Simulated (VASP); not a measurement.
# LiH (rocksalt type) (Fm-3m) in VASP: further runs, part 2 of 2

VASP 6.6.1. The steps go on from the part before.

## (3) Single point, PBE (volume scaled by 0.97)

Input file INCAR:

```
SYSTEM = LiH
ALGO = Normal ; EDIFF = 1E-6
ENCUT = 520 ; GGA = PE
ISIF = 2 ; ISMEAR = -1
LASPH = .True. ; LCHARG = .False.
LREAL = .False. ; LWAVE = .False.
NBANDS = 9 ; NELM = 100
PREC = Accurate ; SIGMA = 0.08
```

Input file KPOINTS:

```
k-points
0
Gamma
  14 14 14
  0 0 0
```

Input file POSCAR:

```
LiH
1.0
    0.0000000000      1.9832537454      1.9832537454
    1.9832537454      0.0000000000      1.9832537454
    1.9832537454      1.9832537454      0.0000000000
Li H
1 1
Direct
    0.0000000000      0.0000000000      0.0000000000
    0.5000000000      0.5000000000      0.5000000000
```

Potentials or basis: VASP PAW PBE potentials, release 64 (Li_sv, H).

Command:

```bash
cat potpaw_PBE.64/Li_sv/POTCAR potpaw_PBE.64/H/POTCAR > POTCAR
mpirun -np 1 vasp_std > vasp.out
```

OUTCAR:

```text
SYSTEM = LiH
   EDIFF = 1E-6
   ENCUT = 520
   GGA = PE
   ISIF = 2
   ISMEAR = -1
   LASPH = .True.
   LREAL = .False.
   NELM = 100
   PREC = Accurate

 ion  position               nearest neighbor table
   1  0.000  0.000  0.000-
   2  0.500  0.500  0.500-

  LATTYP: Found a face centered cubic cell.
 ALAT       =     3.9665074908

  Lattice vectors:

 A1 = (   0.0000000000,   1.9832537454,   1.9832537454)
 A2 = (   1.9832537454,   0.0000000000,   1.9832537454)
 A3 = (   1.9832537454,   1.9832537454,   0.0000000000)

Analysis of symmetry for initial positions (statically):
=====================================================================
 Subroutine PRICEL returns:
 Original cell was already a primitive cell.

 Routine SETGRP: Setting up the symmetry group for a
 face centered cubic supercell.

 Subroutine GETGRP returns: Found 48 space group operations
 (whereof 48 operations were pure point group operations)
 out of a pool of 48 trial point group operations.

The static configuration has the point symmetry O_h .

Analysis of symmetry for dynamics (positions and initial velocities):
=====================================================================
 Subroutine PRICEL returns:
 Original cell was already a primitive cell.

 Routine SETGRP: Setting up the symmetry group for a
 face centered cubic supercell.

 Subroutine GETGRP returns: Found 48 space group operations
 (whereof 48 operations were pure point group operations)
 out of a pool of 48 trial point group operations.

The dynamic configuration has the point symmetry O_h .

 Subroutine INISYM returns: Found 48 space group operations
 (whereof 48 operations are pure point group operations),
 and found     1 'primitive' translations

----------------------------------------------------------------------------------------

                                     Primitive cell

  volume of cell :      15.6014

  direct lattice vectors                    reciprocal lattice vectors
     0.000000000  1.983253745  1.983253745    -0.252110957  0.252110957  0.252110957
     1.983253745  0.000000000  1.983253745     0.252110957 -0.252110957  0.252110957
     1.983253745  1.983253745  0.000000000     0.252110957  0.252110957 -0.252110957

  length of vectors
     2.804744344  2.804744344  2.804744344     0.436668987  0.436668987  0.436668987

  position of ions in fractional coordinates (direct lattice)
     0.000000000  0.000000000  0.000000000
     0.500000000  0.500000000  0.500000000

  ion indices of the primitive-cell ions
   primitive index   ion index
                 1           1
                 2           2

----------------------------------------------------------------------------------------

 KPOINTS: k-points

Automatic generation of k-mesh.
 Grid dimensions read from file:
 generate k-points for:   14   14   14

 Generating k-lattice:

  Cartesian coordinates                     Fractional coordinates (reciprocal lattice)
    -0.018007926  0.018007926  0.018007926     0.071428571  0.000000000  0.000000000
     0.018007926 -0.018007926  0.018007926     0.000000000  0.071428571  0.000000000
     0.018007926  0.018007926 -0.018007926     0.000000000  0.000000000  0.071428571

  Length of vectors
     0.031190642  0.031190642  0.031190642

  Shift w.r.t. Gamma in fractional coordinates (k-lattice)
     0.000000000  0.000000000  0.000000000

 Subroutine IBZKPT returns following result:
 ===========================================

 Found    104 irreducible k-points:

 Following reciprocal coordinates:
            Coordinates               Weight
  0.000000  0.000000  0.000000      1.000000
  0.071429  0.000000  0.000000      8.000000
  0.142857  0.000000  0.000000      8.000000
  0.214286  0.000000  0.000000      8.000000
  0.285714  0.000000  0.000000      8.000000
  0.357143  0.000000  0.000000      8.000000
[... 16 lines left out ...]
  0.214286  0.142857  0.000000     24.000000
  0.285714  0.142857  0.000000     24.000000
 [... further k-points ...]
   k-points           NKPTS =    104   k-points in BZ     NKDIM =    104   number of bands    NBANDS=      9
   number of dos      NEDOS =    301   number of ions     NIONS =      2
   total plane-waves  NPLWV =  13824
   dimension x,y,z NGX =    24 NGY =   24 NGZ =   24
   dimension x,y,z NGXF=    48 NGYF=   48 NGZF=   48
   ions per type =               1   1
   NGX,Y,Z   is equivalent  to a cutoff of  14.23, 14.23, 14.23 a.u.
   NGXF,Y,Z  is equivalent  to a cutoff of  28.45, 28.45, 28.45 a.u.
 SYSTEM =  LiH
   PREC   = accura    normal or accurate (medium, high low for compatibility)
   ISTART =      0    job   : 0-new  1-cont  2-samecut
   ICHARG =      2    charge: 1-file 2-atom 10-const
   ISPIN  =      1    spin polarized calculation?
   LNONCOLLINEAR =      F non collinear calculations
   LSORBIT =      F    spin-orbit coupling
   LASPH  =      T    aspherical Exc in radial PAW
   ENCUT  =  520.0 eV  38.22 Ry    6.18 a.u.   5.21  5.21  5.21*2*pi/ulx,y,z
   NELM   =    100;   NELMIN=  2; NELMDL= -5     # of ELM steps
   EDIFF  = 0.1E-05   stopping-criterion for ELM
   LREAL  =      F    real-space projection
   EDIFFG = 0.1E-04   stopping-criterion for IOM
   NSW    =      0    number of steps for IOM
   IBRION =     -1    ionic relax: 0-MD 1-quasi-New 2-CG
   NFREE  =      0    steps in history (QN), initial steepest desc. (CG)
   ISIF   =      2    stress and relaxation
   ISYM   =      2    0-nonsym 1-usesym 2-fastsym
   POTIM  = 0.5000    time-step for ionic-motion
   TEBEG  =    0.0;   TEEND  =   0.0 temperature during run
   PSTRESS=    0.0 pullay stress
   NELECT =       4.0000    total number of electrons
   NUPDOWN=      -1.0000    fix difference up-down
   EMIN   =  10.00;   EMAX   =-10.00  energy-range for DOS
   EFERMI =   0.00;   METHOD = LEGACY
   ISMEAR =    -1;   SIGMA  =   0.08  broadening in eV -4-tet -1-fermi 0-gaus
   EFERMI_NEDOS =   21; number of points for ismear=-14 and -15
   IALGO  =     38    algorithm
   IMIX   =      4    mixing-type and parameters
     AMIX     =   0.40;   BMIX     =  1.00
     AMIX_MAG =   1.60;   BMIX_MAG =  1.00
  volume/ion in A,a.u.               =       7.80        52.64
  Fermi-wavevector in a.u.,A,eV,Ry     =   1.040016  1.965345 14.716505  1.081633
  Thomas-Fermi vector in A             =   2.174572
   LORBIT       =      0    0 simple, 1 ext, 2 COOP (PROOUT), +10 PAW based schemes
   GGA     = PE    functional components
   LHFCALC =     F    Hartree Fock is set to
   AEXX    =    0.0000 exact exchange contribution
   IVDW    =     0    specifies the selected vdW correction
   LEPSILON=     F    determine dielectric tensor
   LRPA    =     F    only Hartree local field effects (RPA)
 non-spin polarized calculation
  energy-cutoff  :      520.00
  volume of cell :       15.60
 maximum number of plane-waves:       444
 NGX is ok and might be reduce to    24
   NGX = 11   NGY = 11   NGZ = 11

 number of electron       3.9999998 magnetization

 Free energy of the ion-electron system (eV)
  ---------------------------------------------------
  ext. energy  EPLUGINS =         0.00000000
  ---------------------------------------------------
  free energy    TOTEN  =        -6.12535522 eV

  energy without entropy =       -6.12535522  energy(sigma->0) =       -6.12535522

 E-fermi :   1.7678     XC(G=0):  -8.6139

 val. band max:        0.2413561392   @ k =   0.5000   0.5000   0.0000
 cond. band min:       3.1966586806   @ k =   0.5000   0.5000   0.0000
 fundamental gap:      2.9553025414
 Fermi energy:         1.7677811718

 k-point     1 :       0.0000    0.0000    0.0000
  band No.  band energies     occupation
      1     -44.0215      2.00000
      2      -5.3127      2.00000
      3      16.7460      0.00000
      4      18.4583      0.00000
      5      18.4583      0.00000
      6      18.4583      0.00000
      7      23.2326      0.00000
      8      23.2326      0.00000
      9      23.2326      0.00000

 k-point     2 :       0.0714    0.0000    0.0000
  band No.  band energies     occupation
      1     -44.0190      2.00000
      2      -5.2214      2.00000
      3      15.9334      0.00000
      4      17.8597      0.00000
      5      18.2333      0.00000
      6      18.2333      0.00000
      7      22.6602      0.00000
      8      23.7050      0.00000
      9      23.7050      0.00000
[... 253 lines left out ...]
 k-point    24 :       0.2857    0.1429    0.0000
  band No.  band energies     occupation
      1     -43.9907      2.00000
      2      -3.9746      2.00000
      3      10.5248      0.00000
      4      13.6502      0.00000
      5      14.5262      0.00000
      6      18.2742      0.00000
      7      20.6453      0.00000
      8      24.4839      0.00000
      9      26.7991      0.00000

 [... further k-points ...]
[... 5 lines left out ...]
  --------------------------------------------------------------------------------------
  -------------------------------------------------------------------------------------
  Total        0.0872631      0.0872631      0.0872631      0.0000000      0.0000000      0.0000000
  in kB        8.9614061      8.9614061      8.9614061      0.0000000      0.0000000      0.0000000
  external PRESSURE =       8.9614061 kB  Pullay stress =       0.0000000 kB

 VOLUME and BASIS-vectors are now :
 -----------------------------------------------------------------------------
  energy-cutoff  :      520.00
  volume of cell :       15.60
      direct lattice vectors                 reciprocal lattice vectors
     0.000000000  1.983253745  1.983253745    -0.252110957  0.252110957  0.252110957
     1.983253745  0.000000000  1.983253745     0.252110957 -0.252110957  0.252110957
     1.983253745  1.983253745  0.000000000     0.252110957  0.252110957 -0.252110957

 POSITION                                       TOTAL-FORCE (eV/Angst)
 -----------------------------------------------------------------------------------
      0.00000      0.00000      0.00000        -0.000000      0.000000      0.000000
      1.98325      1.98325      1.98325         0.000000     -0.000000     -0.000000
 -----------------------------------------------------------------------------------
    total drift:                                0.000000     -0.000000     -0.000000

  FREE ENERGIE OF THE ION-ELECTRON SYSTEM (eV)
  ---------------------------------------------------
  free  energy   TOTEN  =        -6.1253552228 eV

  energy  without entropy=       -6.1253552226  energy(sigma->0) =       -6.12535522
```

OSZICAR:

```text
N       E                     dE             d eps       ncg     rms          rms(c)
DAV:   1    -0.146796946870E+01   -0.14680E+01   -0.15545E+03  1896   0.413E+02
DAV:   2    -0.630044454940E+01   -0.48325E+01   -0.48027E+01  2761   0.563E+01
DAV:   3    -0.636948294255E+01   -0.69038E-01   -0.69011E-01  2281   0.550E+00
DAV:   4    -0.636980417221E+01   -0.32123E-03   -0.32116E-03  2625   0.329E-01
DAV:   5    -0.636980542375E+01   -0.12515E-05   -0.12515E-05  2307   0.137E-02    0.289E+00
DAV:   6    -0.618609530090E+01    0.18371E+00   -0.14637E-01  2110   0.120E+00    0.146E+00
DAV:   7    -0.612368767445E+01    0.62408E-01   -0.19143E-01  2181   0.155E+00    0.221E-01
DAV:   8    -0.612542677437E+01   -0.17391E-02   -0.42111E-03  2254   0.426E-01    0.423E-02
DAV:   9    -0.612536224879E+01    0.64526E-04   -0.14665E-04  2364   0.485E-02    0.608E-03
DAV:  10    -0.612535594106E+01    0.63077E-05   -0.60737E-06  2182   0.180E-02    0.233E-03
DAV:  11    -0.612535522281E+01    0.71825E-06   -0.17533E-07  1426   0.185E-03
   1 F= -.61253552E+01 E0= -.61253552E+01  d E =-.189161E-09
```

Run time: 4.5 s. Hardware: 1 thread of Intel Xeon 6975P-C (Granite Rapids), shared host; peak memory 0.14 GiB.

What came out:

* Free energy: -6.1254 eV
* Band gap on the k mesh: 2.96 eV, direct

Caveat: the cutoff is under 1.25 times the usual one of these potentials, so pressure, stress and relaxed cells hold a basis-set (Pulay) error. A k mesh can miss the band edges.

## (4) Single point, PBE (volume scaled by 1.03)

Input file INCAR:

```
SYSTEM = LiH
PREC     = Accurate       ! precision mode
ENCUT    = 520            ! plane-wave cutoff, eV
EDIFF    = 1E-6           ! SCF threshold, eV
ISMEAR   = -1             ! smearing method
SIGMA    = 0.08           ! smearing width, eV
LREAL    = .FALSE.        ! projectors in reciprocal space
LASPH    = .TRUE.         ! aspherical terms in the spheres
NELM     = 80             ! most SCF steps
ALGO     = Normal         ! electronic algorithm
ISIF     = 2              ! what is computed and relaxed
LWAVE    = .FALSE.        ! write WAVECAR
LCHARG   = .FALSE.        ! write CHGCAR
GGA      = PE             ! functional
NBANDS   = 9              ! bands
```

Input file KPOINTS:

```
Automatic mesh
0
G
  14 14 14
  0 0 0
```

Input file POSCAR:

```
LiH
1.0
    0.0000000000      2.0233302752      2.0233302752
    2.0233302752      0.0000000000      2.0233302752
    2.0233302752      2.0233302752      0.0000000000
Li H
1 1
Direct
    0.0000000000      0.0000000000      0.0000000000
    0.5000000000      0.5000000000      0.5000000000
```

Command:

```bash
cat potpaw_PBE.64/Li_sv/POTCAR potpaw_PBE.64/H/POTCAR > POTCAR
mpirun -np 1 vasp_std > vasp.out
```

Wall time 4.6 s (1 thread of Intel Xeon 6975P-C (Granite Rapids), shared host); peak memory 0.13 GiB.

It converged, with:

```
Free energy            : -6.1255 eV
Band gap on the k mesh : 3.00 eV, direct
```

Levels at points of the mesh, in eV from the valence-band top:
```csv
k point,band 1,band 2,band 3,band 4,band 5
"(0.00, 0.00, 0.00)",-44.32,-5.33,15.72,17.60,17.60
"(0.50, 0.00, 0.00)",-44.28,-2.55,4.85,13.42,16.24
"(0.50, 0.50, 0.00)",-44.26,0.00,3.00,10.68,10.68
```

Caveat: the cutoff is under 1.25 times the usual one of these potentials, so pressure, stress and relaxed cells hold a basis-set (Pulay) error.

## (5) Single point, PBE (volume scaled by 1.06)

Input file INCAR:

```
SYSTEM = LiH
PREC = Accurate ; ENCUT = 520
EDIFF = 1E-7 ; ISMEAR = -1
SIGMA = 0.08 ; LREAL = .FALSE.
LASPH = .TRUE. ; NELM = 60
ALGO = Normal ; ISIF = 2
LWAVE = .FALSE. ; LCHARG = .FALSE.
GGA = PE ; NBANDS = 9
```

Input file KPOINTS:

```
regular mesh
0
G
  14 14 14
  0 0 0
```

Input file POSCAR:

```
LiH
1.0
    0.0000000000      2.0427865675      2.0427865675
    2.0427865675      0.0000000000      2.0427865675
    2.0427865675      2.0427865675      0.0000000000
Li H
1 1
Direct
    0.0000000000      0.0000000000      0.0000000000
    0.5000000000      0.5000000000      0.5000000000
```

Command:

```bash
cat potpaw_PBE.64/Li_sv/POTCAR potpaw_PBE.64/H/POTCAR > POTCAR
mpirun -np 1 vasp_std > vasp.out
```

Wall time 5.6 s (1 thread of Intel Xeon 6975P-C (Granite Rapids), shared host); peak memory 0.13 GiB.

Results (log left out):

* Free energy: -6.1211 eV
* Band gap on the k mesh: 3.02 eV, direct

Levels at points of the mesh, in eV from the valence-band top:
```tsv
k point	band 1	band 2	band 3	band 4	band 5	band 6
(0.00, 0.00, 0.00)	-44.35	-5.22	15.36	17.32	17.32	17.32
(0.50, 0.00, 0.00)	-44.31	-2.47	4.79	13.18	15.99	15.99
(0.50, 0.50, 0.00)	-44.30	0.00	3.02	10.54	10.54	13.63
```

Caveat: the cutoff is under 1.25 times the usual one of these potentials, so pressure, stress and relaxed cells hold a basis-set (Pulay) error. A k mesh can miss the band edges.

## (6) Overview

| cell | gap on the mesh (eV) |
| --- | --- |
| a = 2.833 Å, angles 60.0°, 2 atoms | 2.98 |
| a = 2.805 Å, angles 60.0°, 2 atoms | 2.96 |
| a = 2.861 Å, angles 60.0°, 2 atoms | 3.00 |
| a = 2.889 Å, angles 60.0°, 2 atoms | 3.02 |

Alike in all rows: task single point; level PBE; potentials or basis VASP PAW PBE potentials, release 64 (Li_sv, H); no spin polarisation; k mesh 14 × 14 × 14; cutoff (eV) 520; smearing fermi-dirac 0.08 eV.

Caveats: the cutoff is under 1.25 times the usual one of these potentials, so pressure, stress and relaxed cells hold a basis-set (Pulay) error.

Total energies depend on the potentials used, so only differences within one code and one set of settings carry meaning.
